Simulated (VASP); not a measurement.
# Ga3P2N: single point with PBE

The system is Ga3P2N.

```
N Ga P
1.0
    -1.84245    1.84245    7.72249
     1.84245   -1.84245    7.72249
     1.84245    1.84245   -7.72249
N Ga P
1 3 2
Cartesian
  0.0000 0.0000 0.0000
  0.0000 1.8424 1.0019
  1.8424 0.0000 3.8612
  0.0000 1.8424 6.7206
  0.0000 0.0000 10.1572
  0.0000 0.0000 5.2878
```

```
Program             : VASP 6.6.1
Task                : single point
Functional          : PBE
Potentials or basis : VASP PAW PBE potentials, release 64 (N, Ga_d, P)
Cutoff              : 520 eV
k mesh              : 10 × 10 × 10
Occupations         : fermi-dirac, width 0.02 eV
Spin                : no spin polarisation
```

- Pressure: 0.1 GPa
- Largest force: 0.030 eV/Å
- Band gap on the k mesh: 0.21 eV

Forces in eV/Å, atoms in the order of the input:
```
N    0.000  0.000  0.000
Ga   0.000  0.000  0.030
Ga   0.000  0.000  0.000
Ga   0.000  0.000 -0.030
P    0.000  0.000 -0.002
P    0.000  0.000  0.002
```

Levels at points of the mesh, in eV from the valence-band top:
```tsv
k point	band 24	band 25	band 26	band 27	band 28	band 29	band 30	band 31
(0.00, 0.00, 0.00)	-1.73	-0.36	0.00	0.00	0.21	2.46	2.74	3.36
(0.50, 0.00, 0.00)	-2.58	-1.27	-0.69	-0.60	1.22	3.18	3.79	4.12
(0.50, 0.50, 0.00)	-3.49	-3.20	-2.77	-2.71	1.72	2.43	3.32	3.32
(0.50, 0.50, 0.50)	-1.28	-1.28	-0.48	-0.48	1.55	2.35	3.12	3.33
```

Run time: 19 min on 1 thread of Intel(R) Xeon(R) Platinum 8488C (Sapphire Rapids), on a shared host, peak memory 0.75 GiB.

Caveat: semilocal functionals underestimate gaps, and a narrow one can read as zero. A k mesh can miss the band edges.
